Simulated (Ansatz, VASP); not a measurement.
## One calculation of Ca3ZnSe4, two programs

The input INCAR:

```
SYSTEM = Ca3ZnSe4
  PREC = Accurate
  ENCUT = 520
  EDIFF = 1E-6
  ISMEAR = 0
  SIGMA = 0.02
  LREAL = .False.
  LASPH = .True.
  NELM = 60
  ALGO = Normal
  ISIF = 2
  LWAVE = .False.
  LCHARG = .True.
  GGA = RP
  LELF = .True.
  LVHAR = .True.
  NBANDS = 43
```

KPOINTS

```
regular mesh
0
Gamma
  4 4 4
  0 0 0
```

POSCAR

```
Ca3ZnSe4
1.0
    6.3818350000      0.0000000000      0.0000000000
    0.0000000000      6.3818350000      0.0000000000
    0.0000000000      0.0000000000      6.3818350000
Se Zn Ca
4 1 3
Direct
    0.2300930000      0.2300930000      0.2300930000
    0.2300930000      0.7699070000      0.7699070000
    0.7699070000      0.2300930000      0.7699070000
    0.7699070000      0.7699070000      0.2300930000
    0.0000000000      0.0000000000      0.0000000000
    0.5000000000      0.0000000000      0.5000000000
    0.5000000000      0.5000000000      0.0000000000
    0.0000000000      0.5000000000      0.5000000000
```

Contents of input.yaml:

```yaml
crystal:
  lattice:
    - [6.381835, 0.0, 0.0]
    - [0.0, 6.381835, 0.0]
    - [0.0, 0.0, 6.381835]
  atoms:
    - { symbol: Se, position: [0.230093, 0.230093, 0.230093] }
    - { symbol: Se, position: [0.230093, 0.769907, 0.769907] }
    - { symbol: Se, position: [0.769907, 0.230093, 0.769907] }
    - { symbol: Se, position: [0.769907, 0.769907, 0.230093] }
    - { symbol: Zn, position: [0.0, 0.0, 0.0] }
    - { symbol: Ca, position: [0.5, 0.0, 0.5] }
    - { symbol: Ca, position: [0.5, 0.5, 0.0] }
    - { symbol: Ca, position: [0.0, 0.5, 0.5] }
hamiltonian:
  xc: rpbe
  pseudopotentials: { kind: paw }
kpoints:
  mp_grid: { grid: [4, 4, 4] }
scf:
  occupations: { method: gaussian, width: 0.02 }
output:
  forces: true
  stress: true
  eigenvalues: true
  write_density: true
  write_potential: true
  elf: true
  volumetric_format: npy
```

Alike in both runs: task single point; functional RPBE; k mesh 4 × 4 × 4; occupations gaussian, width 0.02 eV; no spin polarisation.

|  | VASP | Ansatz |
| --- | --- | --- |
| version | VASP 6.6.1 | Ansatz 0.2.0 |
| potentials or method | VASP PAW PBE potentials, release 64 (Se, Zn, Ca_sv) | Ansatz PAW |
| plane-wave cutoff (eV) | 520 | 420 |
| valence electrons in the cell | 66 | 106 |

|  | VASP | Ansatz | Ansatz less VASP |
| --- | --- | --- | --- |
| gap on the k mesh at the Fermi level (eV) | 2.20 | 2.21 | +0.006 |
| least direct gap on the mesh (eV) | 2.27 | 2.27 | +0.005 |
| pressure (GPa) | 1.4 | 1.3 | -0.11 |
| rms of the force components (eV/Å) | 0.004 | 0.006 | +0.0012 |

VASP's potentials were made for PBE, not for RPBE. Atom by atom the forces differ by 0.001 eV/Å (rms over components). VASP's potentials hold 66 valence electrons a cell and Ansatz's 106, so a difference there can come from the potentials and not from the codes.
